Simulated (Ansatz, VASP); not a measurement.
## Ag in VASP and in Ansatz

POSCAR

```
Ag
1.0
   -1.6970453500      1.6970453500      1.6970453500
    1.6970453500     -1.6970453500      1.6970453500
    1.6970453500      1.6970453500     -1.6970453500
Ag
1
Direct
    0.0000000000      0.0000000000      0.0000000000
```

File INCAR.step1:

```
ALGO     = Normal         # electronic algorithm
EDIFF    = 1E-4           # SCF threshold, eV
ENCUT    = 520            # plane-wave cutoff, eV
GGA      = PE             # functional
ISMEAR   = 0              # smearing method
LASPH    = T              # aspherical terms in the spheres
LCHARG   = F              # write CHGCAR
LREAL    = F              # projectors in reciprocal space
LWAVE    = T              # write WAVECAR
NBANDS   = 12             # bands
NELM     = 60             # most SCF steps
PREC     = Accurate       # precision mode
SIGMA    = 0.15           # smearing width, eV
```

File INCAR.step2:

```
ALGO     = Normal         # electronic algorithm
EDIFF    = 1E-6           # SCF threshold, eV
ENCUT    = 520            # plane-wave cutoff, eV
ISIF     = 2              # what is computed and relaxed
ISMEAR   = 0              # smearing method
ISTART   = 1            
LASPH    = T              # aspherical terms in the spheres
LCHARG   = F              # write CHGCAR
LMIXTAU  = T            
LREAL    = F              # projectors in reciprocal space
LWAVE    = F              # write WAVECAR
METAGGA  = R2SCAN         # meta-GGA
NBANDS   = 12             # bands
NELM     = 60             # most SCF steps
PREC     = Accurate       # precision mode
SIGMA    = 0.15           # smearing width, eV
```

The input KPOINTS:

```
k-points
0
Gamma
  20 20 20
```

Input for Ansatz:

```yaml
crystal:
  lattice:
    - [-1.69704535, 1.69704535, 1.69704535]
    - [1.69704535, -1.69704535, 1.69704535]
    - [1.69704535, 1.69704535, -1.69704535]
  atoms:
    - { symbol: Ag, position: [0.0, 0.0, 0.0] }
basis:
  ecutwfc: 500
kpoints:
  mp_grid: { grid: [20, 20, 20] }
hamiltonian:
  xc: r2scan
scf:
  occupations: { method: gaussian, width: 0.15 }
output:
  forces: true
  stress: true
  eigenvalues: true
```

Change from the starting cell: strain +0.025 along x and y, +0.025 along z, atoms carried along.

Alike in both runs: task single point; functional r2SCAN; k mesh 20 × 20 × 20; occupations gaussian, width 0.15 eV; no spin polarisation.

|  | VASP | Ansatz |
| --- | --- | --- |
| version | VASP 6.6.1 | Ansatz 0.2.0 |
| potentials or method | VASP PAW PBE potentials, release 64 (Ag), cutoff 520 eV | scalar-relativistic, plane waves, PAW |
| valence electrons in the cell | 11 | 19 |

```csv
,VASP,Ansatz,Ansatz less VASP
gap on the k mesh at the Fermi level (eV),none,none,-
pressure (GPa),-8.2,-8.3,-0.02
```

VASP's potentials were made for PBE, not for r2SCAN. A gap of «none» marks a metal or a gap that the smearing closes. VASP's potentials hold 11 valence electrons a cell and Ansatz's 19, so a difference there can come from the potentials and not from the codes.
